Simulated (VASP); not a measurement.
# Ca (Im-3m) in VASP: a series of runs

Ca is run at these levels: PBEsol; tasks: single point.

Program: VASP 6.6.1. These are calculated values, not measurements. Logs are shortened: lines on timing, memory, paths and dates and some standing lists are left out, and cuts for length are marked.

## (1) The cell of the first run

Symmetry: Im-3m, No. 229, cubic system. Conventional cell: a = 3.627 Å, b = 3.627 Å, c = 3.627 Å, α = 90.00°, β = 90.00°, γ = 90.00°. Ca (site symmetry m-3m) has 14 Ca at 3.14 to 3.63 Å within 4.1 Å.

## (2) Single point, PBEsol

Contents of INCAR:

```
SYSTEM = Ca
PREC     = Accurate       ! precision mode
ENCUT    = 520            ! plane-wave cutoff, eV
EDIFF    = 1E-6           ! SCF threshold, eV
ISMEAR   = -1             ! smearing method
SIGMA    = 0.05           ! smearing width, eV
LREAL    = .FALSE.        ! projectors in reciprocal space
LASPH    = .TRUE.         ! aspherical terms in the spheres
NELM     = 80             ! most SCF steps
ALGO     = Normal         ! electronic algorithm
ISIF     = 2              ! what is computed and relaxed
LWAVE    = .FALSE.        ! write WAVECAR
LCHARG   = .TRUE.         ! write CHGCAR
GGA      = PS             ! functional
LELF     = .TRUE.         ! ELF
LVHAR    = .TRUE.       
NBANDS   = 11             ! bands
```

Contents of KPOINTS:

```
regular mesh
0
G
  8 8 8
  0 0 0
```

Contents of POSCAR:

```
Ca
1.0
   -1.8132638062      1.8132638062      1.8132638062
    1.8132638062     -1.8132638062      1.8132638062
    1.8132638062      1.8132638062     -1.8132638062
Ca
1
Direct
    0.0000000000      0.0000000000      0.0000000000
```

Potentials or basis: VASP PAW PBE potentials, release 64 (Ca_sv).

On the command line:

```
cat potpaw_PBE.64/Ca_sv/POTCAR > POTCAR
mpirun -np 1 vasp_std > vasp.out
```

OUTCAR:

```text
SYSTEM = Ca
   PREC = Accurate
   ENCUT = 520
   EDIFF = 1E-6
   ISMEAR = -1
   LREAL = .FALSE.
   LASPH = .TRUE.
   NELM = 80
   ISIF = 2
   GGA = PS

 ion  position               nearest neighbor table
   1  0.000  0.000  0.000-

  LATTYP: Found a body centered cubic cell.
 ALAT       =     3.6265276124

  Lattice vectors:

 A1 = (  -1.8132638062,   1.8132638062,   1.8132638062)
 A2 = (   1.8132638062,  -1.8132638062,   1.8132638062)
 A3 = (   1.8132638062,   1.8132638062,  -1.8132638062)

Analysis of symmetry for initial positions (statically):
=====================================================================
 Subroutine PRICEL returns:
 Original cell was already a primitive cell.

 Routine SETGRP: Setting up the symmetry group for a
 body centered cubic supercell.

 Subroutine GETGRP returns: Found 48 space group operations
 (whereof 48 operations were pure point group operations)
 out of a pool of 48 trial point group operations.

The static configuration has the point symmetry O_h .

Analysis of symmetry for dynamics (positions and initial velocities):
=====================================================================
 Subroutine PRICEL returns:
 Original cell was already a primitive cell.

 Routine SETGRP: Setting up the symmetry group for a
 body centered cubic supercell.

 Subroutine GETGRP returns: Found 48 space group operations
 (whereof 48 operations were pure point group operations)
 out of a pool of 48 trial point group operations.

The dynamic configuration has the point symmetry O_h .

 Subroutine INISYM returns: Found 48 space group operations
 (whereof 48 operations are pure point group operations),
 and found     1 'primitive' translations

----------------------------------------------------------------------------------------

                                     Primitive cell

  volume of cell :      23.8475

  direct lattice vectors                    reciprocal lattice vectors
    -1.813263806  1.813263806  1.813263806     0.000000000  0.275745867  0.275745867
     1.813263806 -1.813263806  1.813263806     0.275745867  0.000000000  0.275745867
     1.813263806  1.813263806 -1.813263806     0.275745867  0.275745867  0.000000000

  length of vectors
     3.140665040  3.140665040  3.140665040     0.389963545  0.389963545  0.389963545

  position of ions in fractional coordinates (direct lattice)
     0.000000000  0.000000000  0.000000000

  ion indices of the primitive-cell ions
   primitive index   ion index
                 1           1

----------------------------------------------------------------------------------------

 KPOINTS: regular mesh

Automatic generation of k-mesh.
 Grid dimensions read from file:
 generate k-points for:    8    8    8

 Generating k-lattice:

  Cartesian coordinates                     Fractional coordinates (reciprocal lattice)
     0.000000000  0.034468233  0.034468233     0.125000000  0.000000000  0.000000000
     0.034468233  0.000000000  0.034468233     0.000000000  0.125000000  0.000000000
     0.034468233  0.034468233  0.000000000     0.000000000  0.000000000  0.125000000

  Length of vectors
     0.048745443  0.048745443  0.048745443

  Shift w.r.t. Gamma in fractional coordinates (k-lattice)
     0.000000000  0.000000000  0.000000000

 Subroutine IBZKPT returns following result:
 ===========================================

 Found     29 irreducible k-points:

 Following reciprocal coordinates:
            Coordinates               Weight
  0.000000  0.000000  0.000000      1.000000
  0.125000  0.000000  0.000000     12.000000
  0.250000  0.000000  0.000000     12.000000
  0.375000  0.000000  0.000000     12.000000
  0.500000  0.000000  0.000000      6.000000
  0.125000  0.125000  0.000000     24.000000
[... 16 lines left out ...]
 -0.250000  0.250000  0.250000      6.000000
 -0.375000  0.375000  0.250000     24.000000
 [... further k-points ...]
   k-points           NKPTS =     29   k-points in BZ     NKDIM =     29   number of bands    NBANDS=     11
   number of dos      NEDOS =    301   number of ions     NIONS =      1
   total plane-waves  NPLWV =  13824
   dimension x,y,z NGX =    24 NGY =   24 NGZ =   24
   dimension x,y,z NGXF=    48 NGYF=   48 NGZF=   48
   ions per type =               1
   NGX,Y,Z   is equivalent  to a cutoff of  12.70, 12.70, 12.70 a.u.
   NGXF,Y,Z  is equivalent  to a cutoff of  25.41, 25.41, 25.41 a.u.
 SYSTEM =  Ca
   PREC   = accura    normal or accurate (medium, high low for compatibility)
   ISTART =      0    job   : 0-new  1-cont  2-samecut
   ICHARG =      2    charge: 1-file 2-atom 10-const
   ISPIN  =      1    spin polarized calculation?
   LNONCOLLINEAR =      F non collinear calculations
   LSORBIT =      F    spin-orbit coupling
   LASPH  =      T    aspherical Exc in radial PAW
   ENCUT  =  520.0 eV  38.22 Ry    6.18 a.u.   5.84  5.84  5.84*2*pi/ulx,y,z
   NELM   =     80;   NELMIN=  2; NELMDL= -5     # of ELM steps
   EDIFF  = 0.1E-05   stopping-criterion for ELM
   LREAL  =      F    real-space projection
   EDIFFG = 0.1E-04   stopping-criterion for IOM
   NSW    =      0    number of steps for IOM
   IBRION =     -1    ionic relax: 0-MD 1-quasi-New 2-CG
   NFREE  =      0    steps in history (QN), initial steepest desc. (CG)
   ISIF   =      2    stress and relaxation
   ISYM   =      2    0-nonsym 1-usesym 2-fastsym
   POTIM  = 0.5000    time-step for ionic-motion
   TEBEG  =    0.0;   TEEND  =   0.0 temperature during run
   PSTRESS=    0.0 pullay stress
   NELECT =      10.0000    total number of electrons
   NUPDOWN=      -1.0000    fix difference up-down
   EMIN   =  10.00;   EMAX   =-10.00  energy-range for DOS
   EFERMI =   0.00;   METHOD = LEGACY
   ISMEAR =    -1;   SIGMA  =   0.05  broadening in eV -4-tet -1-fermi 0-gaus
   EFERMI_NEDOS =   21; number of points for ismear=-14 and -15
   IALGO  =     38    algorithm
   IMIX   =      4    mixing-type and parameters
     AMIX     =   0.40;   BMIX     =  1.00
     AMIX_MAG =   1.60;   BMIX_MAG =  1.00
  volume/ion in A,a.u.               =      23.85       160.93
  Fermi-wavevector in a.u.,A,eV,Ry     =   1.225351  2.315578 20.428944  1.501485
  Thomas-Fermi vector in A             =   2.360392
   LORBIT       =      0    0 simple, 1 ext, 2 COOP (PROOUT), +10 PAW based schemes
   GGA     = PS    functional components
   LHFCALC =     F    Hartree Fock is set to
   AEXX    =    0.0000 exact exchange contribution
   IVDW    =     0    specifies the selected vdW correction
   LEPSILON=     F    determine dielectric tensor
   LRPA    =     F    only Hartree local field effects (RPA)
 non-spin polarized calculation
  energy-cutoff  :      520.00
  volume of cell :       23.85
 maximum number of plane-waves:       682
   NGX = 11   NGY = 11   NGZ = 11

 number of electron      10.0000000 magnetization

 number of electron       9.9999998 magnetization

 Free energy of the ion-electron system (eV)
  ---------------------------------------------------
  ext. energy  EPLUGINS =         0.00000000
  ---------------------------------------------------
  free energy    TOTEN  =        -1.39242364 eV

  energy without entropy =       -1.38666847  energy(sigma->0) =       -1.38954606

 E-fermi :   4.5512     XC(G=0):  -9.8709

 val. band max:        4.4943999812   @ k =   0.3750   0.2500   0.0000
 cond. band min:       4.6893025712   @ k =   0.5000   0.5000   0.2500
 fundamental gap:      0.1949025900
 Fermi energy:         4.5512453987

 k-point     1 :       0.0000    0.0000    0.0000
  band No.  band energies     occupation
      1     -36.0509      2.00000
      2     -16.7058      2.00000
      3     -16.7058      2.00000
      4     -16.7058      2.00000
      5      -0.1131      2.00000
      6       7.7189      0.00000
      7       7.7189      0.00000
      8       7.7189      0.00000
      9       9.5844      0.00000
     10       9.5844      0.00000
     11      18.2733      0.00000

 k-point     2 :       0.1250    0.0000    0.0000
  band No.  band energies     occupation
      1     -36.0258      2.00000
      2     -16.8529      2.00000
      3     -16.7474      2.00000
      4     -16.7076      2.00000
      5       0.3637      2.00000
      6       7.3979      0.00000
      7       7.4889      0.00000
      8       8.1360      0.00000
      9       9.2505      0.00000
     10       9.5918      0.00000
     11      18.4340      0.00000

 k-point     3 :       0.2500    0.0000    0.0000
  band No.  band energies     occupation
      1     -35.9645      2.00000
      2     -17.1925      2.00000
      3     -16.8462      2.00000
      4     -16.7121      2.00000
      5       1.5859      2.00000
      6       6.5904      0.00000
      7       6.7356      0.00000
      8       9.2877      0.00000
      9       9.2936      0.00000
     10       9.7081      0.00000
     11      17.5849      0.00000

 k-point     4 :       0.3750    0.0000    0.0000
  band No.  band energies     occupation
      1     -35.9023      2.00000
      2     -17.5131      2.00000
      3     -16.9429      2.00000
      4     -16.7167      2.00000
      5       2.8683      2.00000
      6       5.9674      0.00000
      7       6.1818      0.00000
      8       9.5954      0.00000
      9      10.0015      0.00000
     10      10.8357      0.00000
     11      15.5731      0.00000
[... 239 lines left out ...]
 k-point    22 :       0.2500    0.2500    0.2500
  band No.  band energies     occupation
      1     -35.8616      2.00000
      2     -17.1755      2.00000
      3     -17.1755      2.00000
      4     -17.1755      2.00000
      5       5.2972      0.00000
      6       5.2972      0.00000
      7       5.2972      0.00000
      8      10.3049      0.00000
      9      10.3049      0.00000
     10      12.8655      0.00000
     11      14.5130      0.00000

 k-point    23 :      -0.2500    0.2500    0.2500
  band No.  band energies     occupation
      1     -35.8919      2.00000
      2     -17.2169      2.00000
      3     -17.0028      2.00000
      4     -17.0028      2.00000
      5       2.9020      2.00000
      6       5.9789      0.00000
      7       7.7242      0.00000
      8       7.7242      0.00000
      9       9.2719      0.00000
     10      10.3399      0.00000
     11      17.3667      0.00000

 k-point    24 :      -0.3750    0.3750    0.2500
  band No.  band energies     occupation
      1     -35.8400      2.00000
      2     -17.3922      2.00000
      3     -17.1101      2.00000
      4     -17.0358      2.00000
      5       3.8484      2.00000
      6       5.0262      0.00015
      7       7.7292      0.00000
      8       8.1474      0.00000
      9      10.4723      0.00000
     10      10.5089      0.00000
     11      15.7881      0.00000

 [... further k-points ...]
[... 5 lines left out ...]
  --------------------------------------------------------------------------------------
  -------------------------------------------------------------------------------------
  Total        2.9802304      2.9802304      2.9802304      0.0000000      0.0000000     -0.0000000
  in kB      200.2246111    200.2246111    200.2246111      0.0000000      0.0000000     -0.0000000
  external PRESSURE =     200.2246111 kB  Pullay stress =       0.0000000 kB

 VOLUME and BASIS-vectors are now :
 -----------------------------------------------------------------------------
  energy-cutoff  :      520.00
  volume of cell :       23.85
      direct lattice vectors                 reciprocal lattice vectors
    -1.813263806  1.813263806  1.813263806     0.000000000  0.275745867  0.275745867
     1.813263806 -1.813263806  1.813263806     0.275745867  0.000000000  0.275745867
     1.813263806  1.813263806 -1.813263806     0.275745867  0.275745867  0.000000000

 POSITION                                       TOTAL-FORCE (eV/Angst)
 -----------------------------------------------------------------------------------
      0.00000      0.00000      0.00000        -0.000000     -0.000000      0.000000
 -----------------------------------------------------------------------------------
    total drift:                                0.000000      0.000000     -0.000000

  FREE ENERGIE OF THE ION-ELECTRON SYSTEM (eV)
  ---------------------------------------------------
  free  energy   TOTEN  =        -1.3924236411 eV

  energy  without entropy=       -1.3866684726  energy(sigma->0) =       -1.38954606
```

Run time: 3.5 s. Hardware: 1 thread of Intel Xeon Platinum 8488C (Sapphire Rapids), shared host; peak memory 0.13 GiB.

Results:

```yaml
Free_energy: -1.3924 eV
Pressure: 20.0 GPa
Band_gap_on_the_k_mesh: zero (band 5 reaches 5.30 eV, above the bottom of band 6 at 3.73 eV)
```

Caveat: the PAW data sets were made with another functional, which shifts forces and pressure a little.

## (3) Single point, PBEsol

This run uses another cell than the first one, of 28.79 Å³/atom, 1.207 times its volume.

Contents of INCAR:

```
SYSTEM = Ca
ALGO = Normal
EDIFF = 1E-7
ENCUT = 520
GGA = PS
ISIF = 2
ISMEAR = -1
LASPH = .TRUE.
LCHARG = .FALSE.
LREAL = .FALSE.
LWAVE = .FALSE.
NBANDS = 11
NELM = 100
PREC = Accurate
SIGMA = 0.05
```

Contents of KPOINTS:

```
k-points
0
G
  8 8 8
  0 0 0
```

Contents of POSCAR:

```
Ca
1.0
   -1.9306504187      1.9306504187      1.9306504187
    1.9306504187     -1.9306504187      1.9306504187
    1.9306504187      1.9306504187     -1.9306504187
Ca
1
Direct
    0.0000000000      0.0000000000      0.0000000000
```

Potentials or basis: VASP PAW PBE potentials, release 64 (Ca_sv).

On the command line:

```
cat potpaw_PBE.64/Ca_sv/POTCAR > POTCAR
mpirun -np 1 vasp_std > vasp.out
```

OUTCAR:

```text
SYSTEM = Ca
   EDIFF = 1E-7
   ENCUT = 520
   GGA = PS
   ISIF = 2
   ISMEAR = -1
   LASPH = .TRUE.
   LREAL = .FALSE.
   NELM = 100
   PREC = Accurate

 ion  position               nearest neighbor table
   1  0.000  0.000  0.000-

  LATTYP: Found a body centered cubic cell.
 ALAT       =     3.8613008374

  Lattice vectors:

 A1 = (  -1.9306504187,   1.9306504187,   1.9306504187)
 A2 = (   1.9306504187,  -1.9306504187,   1.9306504187)
 A3 = (   1.9306504187,   1.9306504187,  -1.9306504187)

Analysis of symmetry for initial positions (statically):
=====================================================================
 Subroutine PRICEL returns:
 Original cell was already a primitive cell.

 Routine SETGRP: Setting up the symmetry group for a
 body centered cubic supercell.

 Subroutine GETGRP returns: Found 48 space group operations
 (whereof 48 operations were pure point group operations)
 out of a pool of 48 trial point group operations.

The static configuration has the point symmetry O_h .

Analysis of symmetry for dynamics (positions and initial velocities):
[... 159 lines left out ...]
 E-fermi :   3.5880     XC(G=0):  -9.1300

 val. band max:        3.5642459158   @ k =   0.2500   0.2500   0.1250
 cond. band min:       3.6334272235   @ k =  -0.3750   0.3750   0.3750
 fundamental gap:      0.0691813077
 Fermi energy:         3.5879801530

 k-point     1 :       0.0000    0.0000    0.0000
  band No.  band energies     occupation
      1     -37.3669      2.00000
      2     -18.2183      2.00000
      3     -18.2183      2.00000
      4     -18.2183      2.00000
      5      -1.0081      2.00000
      6       6.4683      0.00000
      7       6.4683      0.00000
      8       6.4683      0.00000
      9       8.0322      0.00000
     10       8.0322      0.00000
     11      16.0158      0.00000
[... 309 lines left out ...]
 k-point    24 :      -0.3750    0.3750    0.2500
  band No.  band energies     occupation
      1     -37.2658      2.00000
      2     -18.6082      2.00000
      3     -18.4540      2.00000
      4     -18.4082      2.00000
      5       2.6913      2.00000
      6       4.1787      0.00001
      7       6.3867      0.00000
      8       6.7080      0.00000
      9       8.5089      0.00000
     10       8.7505      0.00000
     11      12.9150      0.00000

 [... further k-points ...]
[... 5 lines left out ...]
  --------------------------------------------------------------------------------------
  -------------------------------------------------------------------------------------
  Total        1.7907749      1.7907749      1.7907749     -0.0000000     -0.0000000      0.0000000
  in kB       99.6737161     99.6737161     99.6737161     -0.0000000     -0.0000000      0.0000000
  external PRESSURE =      99.6737161 kB  Pullay stress =       0.0000000 kB

 VOLUME and BASIS-vectors are now :
 -----------------------------------------------------------------------------
  energy-cutoff  :      520.00
  volume of cell :       28.79
      direct lattice vectors                 reciprocal lattice vectors
    -1.930650419  1.930650419  1.930650419     0.000000000  0.258980080  0.258980080
     1.930650419 -1.930650419  1.930650419     0.258980080  0.000000000  0.258980080
     1.930650419  1.930650419 -1.930650419     0.258980080  0.258980080  0.000000000

 POSITION                                       TOTAL-FORCE (eV/Angst)
 -----------------------------------------------------------------------------------
      0.00000      0.00000      0.00000        -0.000000      0.000000      0.000000
 -----------------------------------------------------------------------------------
    total drift:                               -0.000000     -0.000000     -0.000000

  FREE ENERGIE OF THE ION-ELECTRON SYSTEM (eV)
  ---------------------------------------------------
  free  energy   TOTEN  =        -1.8380973414 eV

  energy  without entropy=       -1.8288743398  energy(sigma->0) =       -1.83348584
```

OSZICAR:

```text
N       E                     dE             d eps       ncg     rms          rms(c)
DAV:   1     0.674633104126E+02    0.67463E+02   -0.53343E+03   638   0.875E+02
DAV:   2    -0.279576265937E+00   -0.67743E+02   -0.66933E+02   677   0.223E+02
DAV:   3    -0.178392642577E+01   -0.15044E+01   -0.14814E+01   859   0.314E+01
DAV:   4    -0.186370533850E+01   -0.79779E-01   -0.79645E-01   844   0.595E+00
DAV:   5    -0.186637570032E+01   -0.26704E-02   -0.26702E-02   835   0.721E-01    0.189E+00
DAV:   6    -0.184647129237E+01    0.19904E-01   -0.89115E-03   792   0.103E+00    0.110E+00
DAV:   7    -0.183816747498E+01    0.83038E-02   -0.14616E-02   960   0.125E+00    0.883E-02
DAV:   8    -0.183808502282E+01    0.82452E-04   -0.58555E-04   765   0.232E-01    0.216E-02
DAV:   9    -0.183809625458E+01   -0.11232E-04   -0.37313E-05   944   0.480E-02    0.940E-03
DAV:  10    -0.183809741018E+01   -0.11556E-05   -0.19777E-06   789   0.167E-02    0.656E-04
DAV:  11    -0.183809734145E+01    0.68738E-07   -0.13175E-07   609   0.373E-03
   1 F= -.18380973E+01 E0= -.18334858E+01  d E =-.922300E-02
```

stdout:

```text
POSCAR found type information on POSCAR Ca
 POSCAR found :  1 types and       1 ions
 scaLAPACK will be used
 -----------------------------------------------------------------------------
|                                                                             |
|                                                                             |
|     You enforced a specific xc type in the INCAR file but a different       |
|     I HOPE YOU KNOW WHAT YOU ARE DOING!                                     |
|                                                                             |
 -----------------------------------------------------------------------------

 LDA part: xc-table for (Slater+PW92), standard interpolation
 POSCAR, INCAR and KPOINTS ok, starting setup
 FFT: planning ... GRIDC
 FFT: planning ... GRID_SOFT
 FFT: planning ... GRID
 WAVECAR not read
 entering main loop
```

Run time: 6.1 s. Hardware: 1 thread of Intel Xeon Platinum 8488C (Sapphire Rapids), shared host; peak memory 0.15 GiB.

What came out:

* Free energy: -1.8381 eV
* Pressure: 10.0 GPa
* Band gap on the k mesh: zero (band 5 reaches 4.12 eV, above the bottom of band 6 at 3.13 eV)

Caveat: the PAW data sets were made with another functional, which shifts forces and pressure a little.

(Part 1 of 2 ends here.)
